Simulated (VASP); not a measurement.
# ScTe2 (Fm-3m) in VASP: a series of runs, part 2 of 2

VASP 6.6.1. Earlier steps stand in the parts before.

## (5) Single point, r2SCAN

This run uses another cell than the first one, of 30.15 Å³/atom.

POSCAR reads:

```
ScTe2
1.0
    0.0000000000      3.5627719815      3.5627719815
    3.5627719815      0.0000000000      3.5627719815
    3.5627719815      3.5627719815      0.0000000000
Sc Te
1 2
Direct
    0.0000000000      0.0000000000      0.0000000000
    0.2500000000      0.2500000000      0.2500000000
    0.7500000000      0.7500000000      0.7500000000
```

INCAR.step1 reads:

```
ALGO = Normal
EDIFF = 1E-4
ENCUT = 520
GGA = PE
ISMEAR = 0
LASPH = T
LCHARG = F
LREAL = F
LWAVE = T
NBANDS = 18
NELM = 80
PREC = Accurate
SIGMA = 0.05
```

INCAR.step2 reads:

```
ALGO = Normal
EDIFF = 1E-6
ENCUT = 520
ISIF = 2
ISMEAR = 0
ISTART = 1
LASPH = T
LCHARG = F
LMIXTAU = T
LREAL = F
LWAVE = F
METAGGA = R2SCAN
NBANDS = 18
NELM = 80
PREC = Accurate
SIGMA = 0.05
```

KPOINTS reads:

```
k-points
0
Gamma
  8 8 8
```

Potentials or basis: VASP PAW PBE potentials, release 64 (Sc_sv, Te).

The run is started by

```console
$ cat potpaw_PBE.64/Sc_sv/POTCAR potpaw_PBE.64/Te/POTCAR > POTCAR
$ cp INCAR.step1 INCAR
$ mpirun -np 1 vasp_std > vasp.out
$ cp INCAR.step2 INCAR
$ mpirun -np 1 vasp_std > vasp.out
```

OUTCAR:

```text
EDIFF = 1E-6
   ENCUT = 520
   ISIF = 2
   ISMEAR = 0
   ISTART = 1
   LASPH = T
   LREAL = F
   METAGGA = R2SCAN
   NELM = 80
   PREC = Accurate

 ion  position               nearest neighbor table
   1  0.000  0.000  0.000-   3 3.09   3 3.09   3 3.09   2 3.09   3 3.09   2 3.09   2 3.09   2 3.09

   2  0.250  0.250  0.250-   1 3.09   1 3.09   1 3.09   1 3.09   3 3.56   3 3.56   3 3.56   3 3.56
                             3 3.56   3 3.56
   3  0.750  0.750  0.750-   1 3.09   1 3.09   1 3.09   1 3.09   2 3.56   2 3.56   2 3.56   2 3.56
                             2 3.56   2 3.56

  LATTYP: Found a face centered cubic cell.
 ALAT       =     7.1255439630

  Lattice vectors:

 A1 = (   0.0000000000,   3.5627719815,   3.5627719815)
 A2 = (   3.5627719815,   0.0000000000,   3.5627719815)
 A3 = (   3.5627719815,   3.5627719815,   0.0000000000)

Analysis of symmetry for initial positions (statically):
=====================================================================
 Subroutine PRICEL returns:
 Original cell was already a primitive cell.

 Routine SETGRP: Setting up the symmetry group for a
 face centered cubic supercell.

 Subroutine GETGRP returns: Found 48 space group operations
 (whereof 48 operations were pure point group operations)
 out of a pool of 48 trial point group operations.

The static configuration has the point symmetry O_h .

Analysis of symmetry for dynamics (positions and initial velocities):
=====================================================================
 Subroutine PRICEL returns:
 Original cell was already a primitive cell.

 Routine SETGRP: Setting up the symmetry group for a
 face centered cubic supercell.

 Subroutine GETGRP returns: Found 48 space group operations
 (whereof 48 operations were pure point group operations)
 out of a pool of 48 trial point group operations.

The dynamic configuration has the point symmetry O_h .

 Subroutine INISYM returns: Found 48 space group operations
 (whereof 48 operations are pure point group operations),
 and found     1 'primitive' translations

----------------------------------------------------------------------------------------

                                     Primitive cell

  volume of cell :      90.4470

  direct lattice vectors                    reciprocal lattice vectors
     0.000000000  3.562771982  3.562771982    -0.140340163  0.140340163  0.140340163
     3.562771982  0.000000000  3.562771982     0.140340163 -0.140340163  0.140340163
     3.562771982  3.562771982  0.000000000     0.140340163  0.140340163 -0.140340163

  length of vectors
     5.038520456  5.038520456  5.038520456     0.243076292  0.243076292  0.243076292

  position of ions in fractional coordinates (direct lattice)
     0.000000000  0.000000000  0.000000000
     0.250000000  0.250000000  0.250000000
     0.750000000  0.750000000  0.750000000

  ion indices of the primitive-cell ions
   primitive index   ion index
                 1           1
                 2           2
                 3           3

----------------------------------------------------------------------------------------

 KPOINTS: k-points

Automatic generation of k-mesh.
 Grid dimensions read from file:
 generate k-points for:    8    8    8

 Generating k-lattice:

  Cartesian coordinates                     Fractional coordinates (reciprocal lattice)
    -0.017542520  0.017542520  0.017542520     0.125000000  0.000000000  0.000000000
     0.017542520 -0.017542520  0.017542520     0.000000000  0.125000000  0.000000000
     0.017542520  0.017542520 -0.017542520     0.000000000  0.000000000  0.125000000

  Length of vectors
     0.030384537  0.030384537  0.030384537

  Shift w.r.t. Gamma in fractional coordinates (k-lattice)
     0.000000000  0.000000000  0.000000000

 Subroutine IBZKPT returns following result:
 ===========================================

 Found     29 irreducible k-points:

 Following reciprocal coordinates:
            Coordinates               Weight
  0.000000  0.000000  0.000000      1.000000
  0.125000  0.000000  0.000000      8.000000
  0.250000  0.000000  0.000000      8.000000
  0.375000  0.000000  0.000000      8.000000
  0.500000  0.000000  0.000000      4.000000
  0.125000  0.125000  0.000000      6.000000
[... 16 lines left out ...]
  0.500000  0.250000  0.125000     48.000000
 -0.375000  0.250000  0.125000     24.000000
 [... further k-points ...]
   k-points           NKPTS =     29   k-points in BZ     NKDIM =     29   number of bands    NBANDS=     18
   number of dos      NEDOS =    301   number of ions     NIONS =      3
   total plane-waves  NPLWV =  64000
   dimension x,y,z NGX =    40 NGY =   40 NGZ =   40
   dimension x,y,z NGXF=    80 NGYF=   80 NGZF=   80
   ions per type =               1   2
   NGX,Y,Z   is equivalent  to a cutoff of  13.20, 13.20, 13.20 a.u.
   NGXF,Y,Z  is equivalent  to a cutoff of  26.40, 26.40, 26.40 a.u.
 SYSTEM =  unknown system
   PREC   = accura    normal or accurate (medium, high low for compatibility)
   ISTART =      1    job   : 0-new  1-cont  2-samecut
   ICHARG =      0    charge: 1-file 2-atom 10-const
   ISPIN  =      1    spin polarized calculation?
   LNONCOLLINEAR =      F non collinear calculations
   LSORBIT =      F    spin-orbit coupling
   LASPH  =      T    aspherical Exc in radial PAW
   ENCUT  =  520.0 eV  38.22 Ry    6.18 a.u.   9.37  9.37  9.37*2*pi/ulx,y,z
   NELM   =     80;   NELMIN=  2; NELMDL=  0     # of ELM steps
   EDIFF  = 0.1E-05   stopping-criterion for ELM
   LREAL  =      F    real-space projection
   EDIFFG = 0.1E-04   stopping-criterion for IOM
   NSW    =      0    number of steps for IOM
   IBRION =     -1    ionic relax: 0-MD 1-quasi-New 2-CG
   NFREE  =      0    steps in history (QN), initial steepest desc. (CG)
   ISIF   =      2    stress and relaxation
   ISYM   =      2    0-nonsym 1-usesym 2-fastsym
   POTIM  = 0.5000    time-step for ionic-motion
   TEBEG  =    0.0;   TEEND  =   0.0 temperature during run
   PSTRESS=    0.0 pullay stress
   NELECT =      23.0000    total number of electrons
   NUPDOWN=      -1.0000    fix difference up-down
   EMIN   =  10.00;   EMAX   =-10.00  energy-range for DOS
   EFERMI =   0.00;   METHOD = LEGACY
   ISMEAR =     0;   SIGMA  =   0.05  broadening in eV -4-tet -1-fermi 0-gaus
   EFERMI_NEDOS =   21; number of points for ismear=-14 and -15
   IALGO  =     38    algorithm
   IMIX   =      4    mixing-type and parameters
     AMIX     =   0.40;   BMIX     =  1.00
     AMIX_MAG =   1.60;   BMIX_MAG =  1.00
  volume/ion in A,a.u.               =      30.15       203.46
  Fermi-wavevector in a.u.,A,eV,Ry     =   1.037177  1.959980 14.636270  1.075735
  Thomas-Fermi vector in A             =   2.171602
   LORBIT       =      0    0 simple, 1 ext, 2 COOP (PROOUT), +10 PAW based schemes
   METAGGA = R2SCAN    functional components
   LHFCALC =     F    Hartree Fock is set to
   AEXX    =    0.0000 exact exchange contribution
   IVDW    =     0    specifies the selected vdW correction
   LEPSILON=     F    determine dielectric tensor
   LRPA    =     F    only Hartree local field effects (RPA)
 non-spin polarized calculation
 Gauss-broadening in eV      SIGMA  =   0.05
  energy-cutoff  :      520.00
  volume of cell :       90.45
 maximum number of plane-waves:      2468
 NGX is ok and might be reduce to    40
   NGX = 19   NGY = 19   NGZ = 19

 number of electron      23.0000002 magnetization

 Free energy of the ion-electron system (eV)
  ---------------------------------------------------
  ext. energy  EPLUGINS =         0.00000000
  ---------------------------------------------------
  free energy    TOTEN  =       -64.87998796 eV

  energy without entropy =      -64.87814450  energy(sigma->0) =      -64.87906623

 E-fermi :   5.2172     XC(G=0):  -9.7593

 val. band max:        5.2102585917   @ k =   0.3750   0.2500   0.1250
 cond. band min:       5.2847823519   @ k =  -0.1250   0.1250   0.0000
 fundamental gap:      0.0745237602
 Fermi energy:         5.2171977872

 k-point     1 :       0.0000    0.0000    0.0000
  band No.  band energies     occupation
      1     -46.8883      2.00000
      2     -24.5293      2.00000
      3     -24.5293      2.00000
      4     -24.5292      2.00000
      5      -7.4151      2.00000
      6      -4.1021      2.00000
[... 481 lines left out ...]
      5      -5.9368      2.00000
      6      -5.8576      2.00000
[... 10 lines left out ...]
     17       8.6900      0.00000
     18      10.7156      0.00000

 [... further k-points ...]

------------------------ aborting loop because EDIFF is reached ----------------------------------------

  FORCE on cell =-STRESS in cart. coord.  units (eV):
  Direction    XX          YY          ZZ          XY          YZ          ZX
  --------------------------------------------------------------------------------------
  -------------------------------------------------------------------------------------
  Total       -0.1216933     -0.1216933     -0.1216933     -0.0000000     -0.0000000      0.0000000
  in kB       -2.1556748     -2.1556748     -2.1556748     -0.0000000     -0.0000000      0.0000000
  external PRESSURE =      -2.1556748 kB  Pullay stress =       0.0000000 kB

 VOLUME and BASIS-vectors are now :
 -----------------------------------------------------------------------------
  energy-cutoff  :      520.00
  volume of cell :       90.45
      direct lattice vectors                 reciprocal lattice vectors
     0.000000000  3.562771982  3.562771982    -0.140340163  0.140340163  0.140340163
     3.562771982  0.000000000  3.562771982     0.140340163 -0.140340163  0.140340163
     3.562771982  3.562771982  0.000000000     0.140340163  0.140340163 -0.140340163

 POSITION                                       TOTAL-FORCE (eV/Angst)
 -----------------------------------------------------------------------------------
      0.00000      0.00000      0.00000         0.000000      0.000000     -0.000000
      1.78139      1.78139      1.78139        -0.000000     -0.000000     -0.000000
      5.34416      5.34416      5.34416         0.000000      0.000000      0.000000
 -----------------------------------------------------------------------------------
    total drift:                               -0.000000      0.000000      0.000000

  FREE ENERGIE OF THE ION-ELECTRON SYSTEM (eV)
  ---------------------------------------------------
  free  energy   TOTEN  =       -64.8799879629 eV

  energy  without entropy=      -64.8781444968  energy(sigma->0) =      -64.87906623
```

Run time: 7.1 min. Hardware: 1 thread of Intel Xeon 8259CL, shared host; peak memory 0.28 GiB.

What came out:

```
Free energy            : -64.8800 eV
Pressure               : -0.2 GPa
Band gap on the k mesh : zero (an odd number of electrons rules out a gap without spin polarisation)
```

Caveat: the PAW data sets were made with another functional, which shifts forces and pressure a little; spin-orbit coupling is left out, which moves the levels of the heavy elements.

## (6) Overview

| level | cell | gap on the mesh (eV) | pressure (GPa) |
| --- | --- | --- | --- |
| PBE | a = 5.105 Å, angles 60.0°, 3 atoms | none | -1.9 |
| PBE | a = 5.153 Å, angles 60.0°, 3 atoms | none | -3.1 |
| PBE | a = 5.201 Å, angles 60.0°, 3 atoms | none | -4.1 |
| r2SCAN | a = 5.039 Å, angles 60.0°, 3 atoms | none | -0.2 |

Alike in all rows: task single point; potentials or basis VASP PAW PBE potentials, release 64 (Sc_sv, Te); no spin polarisation; k mesh 8 × 8 × 8; cutoff (eV) 520; smearing gaussian 0.05 eV.

Caveats: spin-orbit coupling is left out, which moves the levels of the heavy elements; the cell stands under tension (at least some runs); the PAW data sets were made with another functional, which shifts forces and pressure a little (at least some runs).

Total energies depend on the potentials used, so only differences within one code and one set of settings carry meaning.

The gap in the log of VASP goes by the Fermi energy; the results here count the filled bands.